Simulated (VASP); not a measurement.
Wanted: the native input for a VASP 6.6.1 run.

| Item | Value |
| --- | --- |
| Task | single point |
| Functional | LDA |
| Potentials or basis | VASP PAW LDA potentials, release 64 (Sn_d) |
| Cutoff | 520 eV |
| k mesh | 9 × 9 × 9 |
| Occupations | methfessel-paxton, width 0.3 eV |
| Spin | no spin polarisation |
| Dipole correction | no |
| Further INCAR settings | ALGO = Normal; EDIFF = 1e-07; NBANDS = 21 |

The structure of Sn lies in POSCAR:

```
Sn
1.0
    0.0000000000      3.2380799619      3.2380799619
    3.2380799619      0.0000000000      3.2380799619
    3.2380799619      3.2380799619      0.0000000000
Sn
2
Direct
    0.5000000000      0.5000000000      0.5000000000
    0.7500000000      0.7500000000      0.7500000000
```

This isn't the form of Sn at room conditions, which is tetragonal (white tin).

These files were run (other wordings do the same):

INCAR

```
SYSTEM = Sn
PREC = Accurate
ENCUT = 520
EDIFF = 1E-7
ISMEAR = 1
SIGMA = 0.3
LREAL = .False.
LASPH = .True.
NELM = 80
ALGO = Normal
ISIF = 2
LWAVE = .False.
LCHARG = .False.
NBANDS = 21
```

KPOINTS

```
regular mesh
0
Gamma
  9 9 9
  0 0 0
```

Potentials or basis: VASP PAW LDA potentials, release 64 (Sn_d).

Launch:

```console
$ cat potpaw_LDA.64/Sn_d/POTCAR > POTCAR
$ mpirun -np 1 vasp_std > vasp.out
```

It gave:

| Item | Value |
| --- | --- |
| Pressure | 0.0 GPa |
| Band gap on the k mesh | zero (bands 14 and 15 overlap by 0.16 eV) |

Caveat: so wide a smearing shifts energies and pressures; spin-orbit coupling is left out, which moves the levels of the heavy elements.

Wall time 33 s on 1 thread of Intel(R) Xeon(R) Platinum 8259CL CPU @ 2.50GHz (Skylake/Cascade Lake), on a shared host, peak memory 0.19 GiB.
